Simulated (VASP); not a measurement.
# SiNi (WC type) (P-6m2) in VASP: further runs

SiNi (WC type) is run at these levels: PBE; tasks: relaxation of cell and atoms.

Everything below comes from runs of VASP 6.6.1. Logs are shortened: lines on timing, memory, paths and dates and some standing lists are left out, and cuts for length are marked.

### Step 1. The cell of the first run

The structure is hexagonal, space group P-6m2 (No. 187). Conventional cell: a = 2.283 Å, b = 2.283 Å, c = 3.377 Å, α = 90.00°, β = 90.00°, γ = 120.00°. Ni (site symmetry -6m2) has 6 Si at 2.14 Å and 6 Ni at 2.28 Å within 2.8 Å. Within 2.8 Å of Si (site symmetry -6m2) lie 6 Ni at 2.14 Å and 6 Si at 2.28 Å.

### Step 2. Relaxation of cell and atoms, PBE, target pressure 190 GPa, at which the enthalpy is minimised

Contents of INCAR:

```
PREC     = Accurate       # precision mode
ENCUT    = 600            # plane-wave cutoff, eV
EDIFF    = 1E-7           # SCF threshold, eV
ISMEAR   = -1             # smearing method
SIGMA    = 0.1            # smearing width, eV
LREAL    = F              # projectors in reciprocal space
LASPH    = T              # aspherical terms in the spheres
NELM     = 100            # most SCF steps
ALGO     = Normal         # electronic algorithm
ISIF     = 3              # what is computed and relaxed
LWAVE    = F              # write WAVECAR
LCHARG   = F              # write CHGCAR
GGA      = PE             # functional
IBRION   = 2              # ionic algorithm
NSW      = 32             # ionic steps
EDIFFG   = -0.005         # ionic threshold
PSTRESS  = 1900.0
```

Contents of KPOINTS:

```
Automatic mesh
0
Gamma
  17 17 15
```

Contents of POSCAR:

```
SiNi
1.0
    2.2826205730      0.0000000000      0.0000000000
   -1.1413102865      1.9768074034      0.0000000000
    0.0000000000      0.0000000000      3.3771006640
Ni Si
1 1
Direct
    0.0000000000      0.0000000000      0.0000000000
    0.3333333333      0.6666666667      0.5000000000
```

Potentials or basis: VASP PAW PBE potentials, release 64 (Ni, Si).

The run is started by

```sh
$ cat potpaw_PBE.64/Ni/POTCAR potpaw_PBE.64/Si/POTCAR > POTCAR
$ mpirun -np 1 vasp_std > vasp.out
```

OUTCAR:

```text
PREC = Accurate
   ENCUT = 600
   EDIFF = 1E-7
   ISMEAR = -1
   LREAL = F
   LASPH = T
   NELM = 100
   ISIF = 3
   GGA = PE
   IBRION = 2
   NSW = 32
   EDIFFG = -0.005
   PSTRESS = 1900.0

 ion  position               nearest neighbor table
   1  0.000  0.000  0.000-   2 2.14   2 2.14   2 2.14   2 2.14   2 2.14   2 2.14
   2  0.333  0.667  0.500-   1 2.14   1 2.14   1 2.14   1 2.14   1 2.14   1 2.14

  LATTYP: Found a hexagonal cell.
 ALAT       =     2.2826205730
 C/A-ratio  =     1.4794840211

  Lattice vectors:

 A1 = (   2.2826205730,   0.0000000000,   0.0000000000)
 A2 = (  -1.1413102865,   1.9768074034,   0.0000000000)
 A3 = (   0.0000000000,   0.0000000000,   3.3771006640)

Analysis of symmetry for initial positions (statically):
=====================================================================
 Subroutine PRICEL returns:
 Original cell was already a primitive cell.

 Routine SETGRP: Setting up the symmetry group for a
 hexagonal supercell.

 Subroutine GETGRP returns: Found 12 space group operations
 (whereof 12 operations were pure point group operations)
 out of a pool of 24 trial point group operations.

The static configuration has the point symmetry D_3h.

Analysis of symmetry for dynamics (positions and initial velocities):
=====================================================================
 Subroutine PRICEL returns:
 Original cell was already a primitive cell.

 Routine SETGRP: Setting up the symmetry group for a
 hexagonal supercell.

 Subroutine GETGRP returns: Found 12 space group operations
 (whereof 12 operations were pure point group operations)
 out of a pool of 24 trial point group operations.

The dynamic configuration has the point symmetry D_3h.

 Subroutine INISYM returns: Found 12 space group operations
 (whereof 12 operations are pure point group operations),
 and found     1 'primitive' translations

----------------------------------------------------------------------------------------

                                     Primitive cell

  volume of cell :      15.2385

  direct lattice vectors                    reciprocal lattice vectors
     2.282620573  0.000000000  0.000000000     0.438092959  0.252933088  0.000000000
    -1.141310286  1.976807403  0.000000000     0.000000000  0.505866175  0.000000000
     0.000000000  0.000000000  3.377100664     0.000000000  0.000000000  0.296111991

  length of vectors
     2.282620573  2.282620573  3.377100664     0.505866175  0.505866175  0.296111991

  position of ions in fractional coordinates (direct lattice)
     0.000000000  0.000000000  0.000000000
     0.333333333  0.666666667  0.500000000

  ion indices of the primitive-cell ions
   primitive index   ion index
                 1           1
                 2           2

----------------------------------------------------------------------------------------

 KPOINTS: Automatic mesh

Automatic generation of k-mesh.
 Grid dimensions read from file:
 generate k-points for:   17   17   15

 Generating k-lattice:

  Cartesian coordinates                     Fractional coordinates (reciprocal lattice)
     0.025770174  0.014878417  0.000000000     0.058823529  0.000000000  0.000000000
     0.000000000  0.029756834  0.000000000     0.000000000  0.058823529  0.000000000
     0.000000000  0.000000000  0.019740799     0.000000000  0.000000000  0.066666667

  Length of vectors
     0.029756834  0.029756834  0.019740799

  Shift w.r.t. Gamma in fractional coordinates (k-lattice)
     0.000000000  0.000000000  0.000000000

 Subroutine IBZKPT returns following result:
 ===========================================

 Found    264 irreducible k-points:

 Following reciprocal coordinates:
            Coordinates               Weight
  0.000000  0.000000  0.000000      1.000000
  0.058824  0.000000  0.000000      6.000000
  0.117647 -0.000000  0.000000      6.000000
  0.176471 -0.000000  0.000000      6.000000
  0.235294 -0.000000  0.000000      6.000000
  0.294118  0.000000  0.000000      6.000000
[... 16 lines left out ...]
  0.411765  0.117647  0.000000     12.000000
  0.176471  0.176471  0.000000      6.000000
 [... further k-points ...]
   k-points           NKPTS =    264   k-points in BZ     NKDIM =    264   number of bands    NBANDS=     11
   number of dos      NEDOS =    301   number of ions     NIONS =      2
   total plane-waves  NPLWV =   9072
   dimension x,y,z NGX =    18 NGY =   18 NGZ =   28
   dimension x,y,z NGXF=    36 NGYF=   36 NGZF=   56
   ions per type =               1   1
   NGX,Y,Z   is equivalent  to a cutoff of  13.11, 13.11, 13.78 a.u.
   NGXF,Y,Z  is equivalent  to a cutoff of  26.22, 26.22, 27.57 a.u.
 SYSTEM =  unknown system
   PREC   = accura    normal or accurate (medium, high low for compatibility)
   ISTART =      0    job   : 0-new  1-cont  2-samecut
   ICHARG =      2    charge: 1-file 2-atom 10-const
   ISPIN  =      1    spin polarized calculation?
   LNONCOLLINEAR =      F non collinear calculations
   LSORBIT =      F    spin-orbit coupling
   LASPH  =      T    aspherical Exc in radial PAW
   ENCUT  =  600.0 eV  44.10 Ry    6.64 a.u.   4.56  4.56  6.74*2*pi/ulx,y,z
   NELM   =    100;   NELMIN=  2; NELMDL= -5     # of ELM steps
   EDIFF  = 0.1E-06   stopping-criterion for ELM
   LREAL  =      F    real-space projection
   EDIFFG = -.5E-02   stopping-criterion for IOM
   NSW    =     32    number of steps for IOM
   IBRION =      2    ionic relax: 0-MD 1-quasi-New 2-CG
   NFREE  =      1    steps in history (QN), initial steepest desc. (CG)
   ISIF   =      3    stress and relaxation
   ISYM   =      2    0-nonsym 1-usesym 2-fastsym
   POTIM  = 0.5000    time-step for ionic-motion
   TEBEG  =    0.0;   TEEND  =   0.0 temperature during run
   PSTRESS= 1900.0 pullay stress
   NELECT =      14.0000    total number of electrons
   NUPDOWN=      -1.0000    fix difference up-down
   EMIN   =  10.00;   EMAX   =-10.00  energy-range for DOS
   EFERMI =   0.00;   METHOD = LEGACY
   ISMEAR =    -1;   SIGMA  =   0.10  broadening in eV -4-tet -1-fermi 0-gaus
   EFERMI_NEDOS =   21; number of points for ismear=-14 and -15
   IALGO  =     38    algorithm
   IMIX   =      4    mixing-type and parameters
     AMIX     =   0.40;   BMIX     =  1.00
     AMIX_MAG =   1.60;   BMIX_MAG =  1.00
  volume/ion in A,a.u.               =       7.62        51.42
  Fermi-wavevector in a.u.,A,eV,Ry     =   1.591488  3.007477 34.461317  2.532835
  Thomas-Fermi vector in A             =   2.690021
   LORBIT       =      0    0 simple, 1 ext, 2 COOP (PROOUT), +10 PAW based schemes
   GGA     = PE    functional components
   LHFCALC =     F    Hartree Fock is set to
   AEXX    =    0.0000 exact exchange contribution
   IVDW    =     0    specifies the selected vdW correction
   LEPSILON=     F    determine dielectric tensor
   LRPA    =     F    only Hartree local field effects (RPA)
 conjugate gradient relaxation of ions
 non-spin polarized calculation
  energy-cutoff  :      600.00
  volume of cell :       15.24
 maximum number of plane-waves:       524
   NGX =  9   NGY =  9   NGZ = 13

--------------------------------------- Ionic step        1  -------------------------------------------

 number of electron      13.9999999 magnetization

 Free energy of the ion-electron system (eV)
  ---------------------------------------------------
  ext. energy  EPLUGINS =         0.00000000
  ---------------------------------------------------
  free energy    TOTEN  =        -8.24143403 eV

  energy without entropy =       -8.22825311  energy(sigma->0) =       -8.23484357

------------------------ aborting loop because EDIFF is reached ----------------------------------------

  FORCE on cell =-STRESS in cart. coord.  units (eV):
  Direction    XX          YY          ZZ          XY          YZ          ZX
  --------------------------------------------------------------------------------------
  -------------------------------------------------------------------------------------
  Total       18.0560059     18.0560059     18.1399554      0.0000000      0.0000000      0.0000000
  in kB     1898.4107207   1898.4107207   1907.2371880      0.0000000      0.0000000      0.0000000
  external PRESSURE =       1.3528765 kB  Pullay stress =    1900.0000000 kB
[... 137 lines left out ...]
  enthalpy is  TOTEN    =         9.8296997163 eV   P V=       18.0539825557

--------------------------------------- Ionic step        5  -------------------------------------------

 number of electron      13.9999999 magnetization

 Free energy of the ion-electron system (eV)
  ---------------------------------------------------
  ext. energy  EPLUGINS =         0.00000000
  ---------------------------------------------------
  free energy    TOTEN  =        -8.24108276 eV

  energy without entropy =       -8.22787766  energy(sigma->0) =       -8.23448021

 E-fermi :  19.2147     XC(G=0): -14.7350

 val. band max:       19.2118782111   @ k =   0.2941   0.1176   0.0667
 cond. band min:      19.2441105857   @ k =   0.2941   0.2941   0.0000
 fundamental gap:      0.0322323745
 Fermi energy:        19.2146536105

 k-point     1 :       0.0000    0.0000    0.0000
  band No.  band energies     occupation
      1       0.5351      2.00000
      2      11.1696      2.00000
      3      12.6711      2.00000
      4      14.9570      2.00000
      5      14.9570      2.00000
      6      16.1615      2.00000
      7      16.1615      2.00000
      8      20.8446      0.00000
      9      32.7917      0.00000
     10      32.7917      0.00000
     11      36.1870      0.00000
[... 309 lines left out ...]
 k-point    24 :       0.1765    0.1765    0.0000
  band No.  band energies     occupation
      1       3.9192      2.00000
      2      11.9611      2.00000
      3      12.7589      2.00000
      4      13.4447      2.00000
      5      15.3265      2.00000
      6      16.6541      2.00000
      7      19.4056      0.25805
      8      21.0611      0.00000
      9      22.0563      0.00000
     10      25.2917      0.00000
     11      32.3828      0.00000

 [... further k-points ...]

------------------------ aborting loop because EDIFF is reached ----------------------------------------

  FORCE on cell =-STRESS in cart. coord.  units (eV):
  Direction    XX          YY          ZZ          XY          YZ          ZX
  --------------------------------------------------------------------------------------
  -------------------------------------------------------------------------------------
  Total       18.0740628     18.0740628     18.0773214      0.0000000     -0.0000000      0.0000000
  in kB     1900.3497612   1900.3497611   1900.6923729      0.0000000     -0.0000000      0.0000000
  external PRESSURE =       0.4639651 kB  Pullay stress =    1900.0000000 kB
[... 17 lines left out ...]
  FREE ENERGIE OF THE ION-ELECTRON SYSTEM (eV)
  ---------------------------------------------------
  free  energy   TOTEN  =        -8.2410827646 eV

  energy  without entropy=       -8.2278776609  energy(sigma->0) =       -8.23448021

  enthalpy is  TOTEN    =         9.8296535339 eV   P V=       18.0707362985

 reached required accuracy - stopping structural energy minimisation
```

Wall time 2.9 min (1 thread of Intel Xeon 8259CL, shared host); peak memory 0.19 GiB.

Results:

| Quantity | Value |
| --- | --- |
| Free energy | -8.2411 eV |
| Energy change on relaxing (the run minimises the enthalpy) | +0.2 meV/atom |
| Ionic steps | 5 |
| Pressure after relaxing | 190.0 GPa |
| Band gap on the k mesh | zero (bands 7 and 8 overlap by 1.27 eV) |

Step by step:
```
step  energy change (eV)  largest force (eV/Å)  pressure (GPa)  volume (Å³)
   1              0.0000                0.0000          190.14        15.24
   2             -0.0168                0.0000          189.15        15.25
   3             -0.0070                0.0000          189.73        15.24
   4              0.0172                0.0000          190.79        15.22
   5              0.0004                0.0000          190.05        15.24
```

Final structure:
```
Ni Si
1.0
     2.28168    0.00000    0.00000
    -1.14084    1.97599    0.00000
     0.00000    0.00000    3.37981
Ni Si
1 1
Cartesian
  0.0000 0.0000 0.0000
  0.0000 1.3173 1.6899
```

Caveat: the cell is relaxed towards a set pressure, so the run minimises the enthalpy, not the energy.

### Step 3. Relaxation of cell and atoms, PBE, target pressure 190 GPa, at which the enthalpy is minimised

This run uses another cell than the first one, of 8.26 Å³/atom.

Contents of INCAR:

```
SYSTEM = SiNi
PREC = Accurate
ENCUT = 600
EDIFF = 1E-6
ISMEAR = -1
SIGMA = 0.1
LREAL = .FALSE.
LASPH = .TRUE.
NELM = 80
ALGO = Normal
ISIF = 3
LWAVE = .FALSE.
LCHARG = .FALSE.
GGA = PE
IBRION = 2
NSW = 60
EDIFFG = -0.005
PSTRESS = 1900.0
```

Contents of KPOINTS:

```
regular mesh
0
G
  17 17 15
  0 0 0
```

Contents of POSCAR:

```
SiNi
1.0
    2.6896408336      0.0000000000      0.0000000000
   -1.3448204168      2.3292972890      0.0000000000
    0.0000000000      0.0000000000      2.6358480169
Ni Si
1 1
Direct
    0.0000000000      0.0000000000      0.0000000000
    0.3333333333      0.6666666667      0.5000000000
```

Potentials or basis: VASP PAW PBE potentials, release 64 (Ni, Si).

The run is started by

```sh
$ cat potpaw_PBE.64/Ni/POTCAR potpaw_PBE.64/Si/POTCAR > POTCAR
$ mpirun -np 1 vasp_std > vasp.out
```

Wall time 13 min (1 thread of Intel Xeon 8259CL, shared host); peak memory 0.22 GiB.

Results (log left out):

- Free energy: -8.2423 eV
- Relaxed volume: 7.62 Å³/atom
- Relaxed cell: a = 2.282 Å, b = 2.282 Å, c = 3.379 Å, α = 90.00°, β = 90.00°, γ = 120.00°
- Space group after relaxing (to 0.1 Å): P-6m2 (No. 187)
- Energy change on relaxing (the run minimises the enthalpy): -78.1 meV/atom
- Ionic steps: 24
- Pressure after relaxing: 190.0 GPa
- Band gap on the k mesh: zero (bands 7 and 8 overlap by 1.26 eV)

The path:
```csv
step,energy change (eV),largest force (eV/Å),pressure (GPa),volume (Å³)
1,0.0000,0.0000,176.94,16.51
2,1.8426,0.0000,262.24,14.92
3,1.0046,0.0000,222.74,15.59
4,1.0807,0.0000,227.43,15.47
5,1.2919,0.0000,242.54,15.10
6,1.8269,0.0000,281.70,14.27
7,5.4458,0.0000,452.03,12.33
8,2.2866,0.0000,308.26,13.82
9,2.8627,0.0000,337.58,13.41
10,2.8400,0.0000,336.30,13.40
11,2.8416,0.0000,335.04,13.36
12,2.6824,0.0000,327.23,13.44
13,2.2230,0.0000,305.17,13.67
14,1.3819,0.0000,264.63,14.15
15,-0.0213,0.0000,197.00,15.13
16,-0.1535,0.0000,190.67,15.24
17,-0.1999,0.0000,188.35,15.28
18,-0.1925,0.0000,188.71,15.27
19,-0.1704,0.0000,189.79,15.25
20,-0.1256,0.0000,191.64,15.21
21,-0.1335,0.0000,191.17,15.22
22,-0.1478,0.0000,190.29,15.23
23,-0.1520,0.0000,190.14,15.24
24,-0.1562,0.0000,189.95,15.24
```

Final structure:
```
Ni Si
1.0
     2.28215    0.00000    0.00000
    -1.14107    1.97640    0.00000
     0.00000    0.00000    3.37888
Ni Si
1 1
Direct
  0.00000 0.00000 0.00000
  0.33333 0.66667 0.50000
```

Levels at points of the mesh, in eV from the Fermi level:
```csv
k point,band 5,band 6,band 7,band 8,band 9,band 10
"(0.00, 0.00, 0.00)",-4.26,-3.06,-3.06,1.64,13.57,13.57
```

Caveat: the cell is relaxed towards a set pressure, so the run minimises the enthalpy, not the energy; a cell axis changed by over 15 % at a fixed basis, so the end point is rough. Spin polarisation is off, so any magnetic state and its effect on volume and gap are missing.
